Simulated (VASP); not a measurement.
The system is Ta.

```
Ta
1.0
     2.94000    0.00000    0.00000
    -1.47000    2.54611    0.00000
     0.00000    0.00000    4.80102
Ta
2
Direct
  0.33333 0.66667 0.25000
  0.66667 0.33333 0.75000
```

- Program: VASP 6.6.1
- Task: relaxation of cell and atoms
- Functional: r2SCAN
- Potentials or basis: VASP PAW PBE potentials, release 64 (Ta_pv)
- Cutoff: 600 eV
- k mesh: 9 × 9 × 5
- Occupations: fermi-dirac, width 0.1 eV
- Spin: no spin polarisation

At the start: pressure 7.1 GPa; volume 17.97 Å³/atom.

**Question.** How do energy, volume and symmetry change on relaxing?

**Answer.** Over 7 steps the energy falls by 61.0 meV/atom and the volume is 18.57 Å³/atom (+3.3 %); space group P6_3/mmc (No. 194, to 0.05 Å).

Step by step:
| step | energy change (eV) | largest force (eV/Å) | pressure (GPa) | volume (Å³) |
| --- | --- | --- | --- | --- |
| 1 | 0.0000 | 0.0000 | 7.10 | 35.94 |
| 2 | 0.0263 | 0.0000 | -13.44 | 40.19 |
| 3 | -0.0654 | 0.0000 | -3.49 | 37.84 |
| 4 | -0.1205 | 0.0000 | -1.16 | 37.37 |
| 5 | -0.1208 | 0.0000 | -1.35 | 37.40 |
| 6 | -0.1182 | 0.0000 | 2.45 | 36.68 |
| 7 | -0.1219 | 0.0000 | -0.01 | 37.14 |

Final structure:
```
CELL_PARAMETERS angstrom
2.88412 0.00000 0.00000
-1.44206 2.49772 0.00000
0.00000 0.00000 5.15574
ATOMIC_POSITIONS crystal
Ta 0.33333 0.66667 0.25000
Ta 0.66667 0.33333 0.75000
```

Caveat: the PAW data sets were made with another functional, which shifts forces and pressure a little.
